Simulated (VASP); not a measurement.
Write the native input for VASP 6.6.1 that does the following.

```yaml
Task: single point
Functional: r2SCAN
Potentials_or_basis: VASP PAW PBE potentials, release 64 (Cd, Se)
Cutoff: 520 eV
k_mesh: 6 × 6 × 4
Occupations: gaussian, width 0.02 eV
Spin: no spin polarisation
Dipole_correction: no
Further_INCAR_settings: ALGO = Normal; EDIFF = 1e-06; NBANDS = 26
```

Crystal: CdSe.

```
Cd Se
1.0
     4.15768    0.00000    0.00000
    -2.07884    3.60065    0.00000
     0.00000    0.00000    6.78739
Cd Se
2 2
Direct
  0.33333 0.66667 0.00476
  0.66667 0.33333 0.50476
  0.33333 0.66667 0.38024
  0.66667 0.33333 0.88024
```

The input as run:

POSCAR

```
CdSe
1.0
    4.1576760693      0.0000000000      0.0000000000
   -2.0788380347      3.6006530967      0.0000000000
    0.0000000000      0.0000000000      6.7873871785
Cd Se
2 2
Direct
    0.3333333333      0.6666666667      0.0047568960
    0.6666666667      0.3333333333      0.5047568960
    0.3333333333      0.6666666667      0.3802431040
    0.6666666667      0.3333333333      0.8802431040
```

INCAR.step1

```
PREC = Accurate
ENCUT = 520
ISMEAR = 0
SIGMA = 0.02
LREAL = False
LASPH = True
NELM = 60
NBANDS = 26
GGA = PE
ALGO = Normal
EDIFF = 1E-4
LWAVE = True
LCHARG = False
```

INCAR.step2

```
PREC = Accurate
ENCUT = 520
EDIFF = 1E-6
ISMEAR = 0
SIGMA = 0.02
LREAL = False
LASPH = True
NELM = 60
ALGO = Normal
ISIF = 2
LWAVE = False
LCHARG = False
METAGGA = R2SCAN
LMIXTAU = True
NBANDS = 26
ISTART = 1
```

KPOINTS

```
regular mesh
0
Gamma
  6 6 4
```

Potentials or basis: VASP PAW PBE potentials, release 64 (Cd, Se).

Launch:

```bash
$ cat potpaw_PBE.64/Cd/POTCAR potpaw_PBE.64/Se/POTCAR > POTCAR
$ cp INCAR.step1 INCAR
$ mpirun -np 1 vasp_std > vasp.out
$ cp INCAR.step2 INCAR
$ mpirun -np 1 vasp_std > vasp.out
```

It gave:

| Property | Result |
| --- | --- |
| Pressure | 9.2 GPa |
| Largest force | 0.012 eV/Å |
| Band gap on the k mesh | 1.40 eV |

Caveat: the cell stands under pressure; the PAW data sets were made with another functional, which shifts forces and pressure a little.

Run time: 4.7 min on 1 thread of Intel Xeon 8259CL, with other jobs on the host, peak memory 0.25 GiB.
